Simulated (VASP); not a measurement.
# H4C: single point with r2SCAN+D3(BJ)

The system is H4C.

```
C H
1.0
     7.23043    0.00000    0.00000
     0.00000    7.23043    0.00000
     0.00000    0.00000    7.23043
C H
6 24
Cartesian
  2.2840 1.7100 -0.0745
  3.0433 4.0711 2.7486
  3.8371 0.4208 3.6748
  6.1706 5.1031 4.9422
  6.8207 6.1667 1.3038
  0.1498 1.9155 3.9847
  1.3216 1.4018 0.3333
  2.2951 1.5560 -1.1562
  3.0816 1.1186 0.3878
  2.4440 2.7681 0.1384
  2.7811 3.0922 2.3619
  2.6071 4.8393 2.1110
  4.1283 4.1689 2.7644
  2.6529 4.1711 3.7612
  4.2894 1.2411 4.2377
  3.3591 -0.2759 4.3608
  4.6095 -0.0965 3.1086
  3.0886 0.8204 2.9916
  5.2270 5.5935 5.1652
  6.9731 5.8387 4.9590
  6.1169 4.6571 3.9561
  6.3665 4.3259 5.6730
  7.3892 6.4130 2.2002
  6.0106 5.4881 1.5669
  7.4742 5.6886 0.5770
  6.4015 7.0746 0.8769
  -0.5063 1.9048 4.8520
  -0.3169 2.4826 3.1787
  0.3383 0.8944 3.6516
  1.0918 2.3901 4.2548
```

- Program: VASP 6.6.1
- Task: single point
- Functional: r2SCAN
- Dispersion: D3(BJ)
- Potentials or basis: VASP PAW PBE potentials, release 64 (C, H)
- Cutoff: 520 eV
- k mesh: 1 × 1 × 1
- Occupations: fermi-dirac, width 0.02 eV
- Spin: no spin polarisation
- Dipole correction: no
- Further INCAR settings: LREAL = Auto; ALGO = Normal; EDIFF = 1e-06; NBANDS = 45

* Pressure: -0.1 GPa
* Largest force: 0.177 eV/Å
* Dispersion energy per atom: -0.013 eV

Forces in eV/Å, atoms in the order of the input:
```
C    0.129 -0.018 -0.092
C    0.002  0.009  0.012
C    0.021  0.101  0.045
C   -0.006  0.059  0.008
C    0.058 -0.029  0.049
C    0.095  0.007 -0.096
H    0.002 -0.011 -0.015
H   -0.022 -0.035  0.172
H   -0.115  0.100 -0.070
H    0.005 -0.081 -0.032
H   -0.044 -0.050 -0.016
H    0.025  0.031  0.017
H   -0.034  0.041  0.006
H    0.032  0.056  0.003
H   -0.063 -0.093 -0.053
H    0.014 -0.015  0.023
H    0.012 -0.009  0.013
H   -0.006 -0.013 -0.016
H   -0.026  0.024  0.049
H    0.035  0.039  0.051
H   -0.013 -0.054 -0.103
H    0.022 -0.065  0.106
H   -0.018 -0.018 -0.046
H   -0.018 -0.026 -0.015
H    0.018  0.019 -0.018
H   -0.009  0.060 -0.036
H   -0.042 -0.022  0.026
H   -0.003 -0.062  0.020
H   -0.009  0.071  0.029
H   -0.044 -0.016 -0.023
```

Stress tensor (GPa, compression positive):
```
-0.25  0.03  0.03
 0.03 -0.06  0.06
 0.03  0.06 -0.11
```

Levels at points of the mesh, in eV from the Fermi level:
| k point | band 20 | band 21 | band 22 | band 23 | band 24 | band 25 | band 26 | band 27 | band 28 | band 29 |
| --- | --- | --- | --- | --- | --- | --- | --- | --- | --- | --- |
| (0.00, 0.00, 0.00) | -0.84 | -0.84 | -0.66 | -0.55 | -0.51 | 7.59 | 9.59 | 10.16 | 10.17 | 10.51 |

Run time: 5.2 min on 1 thread of Intel Xeon 8259CL (shared host), peak memory 0.41 GiB.

Caveat: the k points lie up to 0.87 Å⁻¹ apart; the PAW data sets were made with another functional, which shifts forces and pressure a little.
